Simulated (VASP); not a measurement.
Here is a VASP 6.6.1 calculation.

File INCAR:

```
SYSTEM = Zn8O6F
PREC = Accurate
ENCUT = 520
EDIFF = 1E-6
ISMEAR = -1
SIGMA = 0.05
LREAL = Auto
LASPH = .TRUE.
NELM = 80
ALGO = Normal
ISIF = 2
LWAVE = .FALSE.
LCHARG = .FALSE.
GGA = PE
IVDW = 12
NELECT = 140.0
NBANDS = 82
```

The input KPOINTS:

```
regular mesh
0
G
  2 2 2
  0 0 0
```

POSCAR

```
Zn8O6F
1.0
   -3.2373510000     -5.6072560000      0.0000000000
    4.8560270000     -2.8036280000      0.0000000000
    0.0000000000      0.0000000000      5.2220610000
Zn O F
8 6 1
Direct
    0.4826723228      0.6614952664      0.5139338196
    0.4825958942      0.3321834356     -0.1160859829
    0.2480568510      0.1729416119      0.5657582848
    0.2306316205      0.8900268224      0.0084418533
   -0.0015156272      0.6588512628      0.5210473388
    0.0385021155      0.2923147805      0.0061909478
    0.7480211696      0.1601597440      0.5045094208
    0.7513595419      0.8219332928      0.0109995030
    0.4813975491      0.7018607742      0.9004530048
    0.2402645835      0.8481775366      0.3995880617
    0.0037897938      0.6427554610      0.9039779777
    0.0039096167      0.3255974704      0.3935279000
    0.7635046711      0.1578057908      0.8837683019
    0.7429050395      0.8222197423      0.3954761370
    0.5339057280      0.3450101382      1.2711755416
```

Potentials or basis: VASP PAW PBE potentials, release 64 (Zn, O, F).

Command:

```console
$ cat potpaw_PBE.64/Zn/POTCAR potpaw_PBE.64/O/POTCAR potpaw_PBE.64/F/POTCAR > POTCAR
$ mpirun -np 1 vasp_std > vasp.out
```

**Question.** What does it give for the largest force?

**Answer.** 0.052 eV/Å.

**Question.** Predict the dispersion energy per atom.

**Answer.** -0.223 eV.

Forces on the atoms (eV/Å):
```
Zn  -0.045  0.017 -0.004
Zn   0.008  0.027 -0.036
Zn  -0.004 -0.043  0.029
Zn   0.044  0.000 -0.009
Zn   0.003  0.000 -0.004
Zn  -0.037 -0.020 -0.013
Zn   0.036  0.014 -0.011
Zn  -0.012 -0.006  0.000
O    0.011  0.007  0.014
O    0.023 -0.004 -0.015
O   -0.010 -0.008  0.020
O   -0.002 -0.005 -0.019
O    0.004 -0.015  0.021
O   -0.013  0.017  0.000
F   -0.005  0.019  0.027
```

Caveat: the k points lie up to 0.60 Å⁻¹ apart; the cell carries a net charge on a neutralising background, which shifts energy and pressure.
